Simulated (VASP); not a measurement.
Write the native input for VASP 6.6.1 that does the following.

| Item | Value |
| --- | --- |
| Task | single point |
| Functional | PBE |
| Dispersion | D3(BJ) |
| Potentials or basis | VASP PAW PBE potentials, release 64 (Ni, O) |
| Cutoff | 520 eV |
| k mesh | 11 × 11 × 11 |
| Occupations | fermi-dirac, width 0.05 eV |
| Spin | collinear spin, ferromagnetic start |
| Starting moments | [1.0, 0.0] μB |
| Dipole correction | no |
| Further INCAR settings | ALGO = Normal; EDIFF = 1e-07; NBANDS = 19 |

The structure of NiO lies in POSCAR:

```
NiO
1.0
    0.0000000000      2.0719018797      2.0719018797
    2.0719018797      0.0000000000      2.0719018797
    2.0719018797      2.0719018797      0.0000000000
Ni O
1 1
Direct
    0.0000000000      0.0000000000      0.0000000000
    0.5000000000      0.5000000000      0.5000000000
```

One way to write it, as run:

INCAR

```
  PREC = Accurate
  ENCUT = 520
  EDIFF = 1E-7
  ISMEAR = -1
  SIGMA = 0.05
  LREAL = False
  LASPH = True
  NELM = 150
  ALGO = Normal
  ISIF = 2
  LWAVE = False
  LCHARG = False
  ISPIN = 2
  MAGMOM = 1 0
  LORBIT = 11
  LMAXMIX = 4
  GGA = PE
  IVDW = 12
  NBANDS = 19
```

KPOINTS

```
regular mesh
0
Gamma
  11 11 11
```

Potentials or basis: VASP PAW PBE potentials, release 64 (Ni, O).

Run with:

```bash
$ cat potpaw_PBE.64/Ni/POTCAR potpaw_PBE.64/O/POTCAR > POTCAR
$ mpirun -np 1 vasp_std > vasp.out
```

It gave:

```
Pressure                                              : 6.1 GPa
Net moment                                            : 1.59 μB per cell
Site moments                                          : Ni +1.32; O +0.23 μB
Valence electrons inside the program's atomic spheres : Ni 9.04; O 4.99
Dispersion energy per atom                            : -0.270 eV
```

Caveat: a cell with one magnetic atom can't hold antiferromagnetic order, which such compounds often take; pairwise dispersion overbinds metals, which lowers pressure and volume.

Wall time 17 s on 1 thread of Intel(R) Xeon(R) 6975P-C (Granite Rapids), with other jobs on the host, peak memory 0.17 GiB.
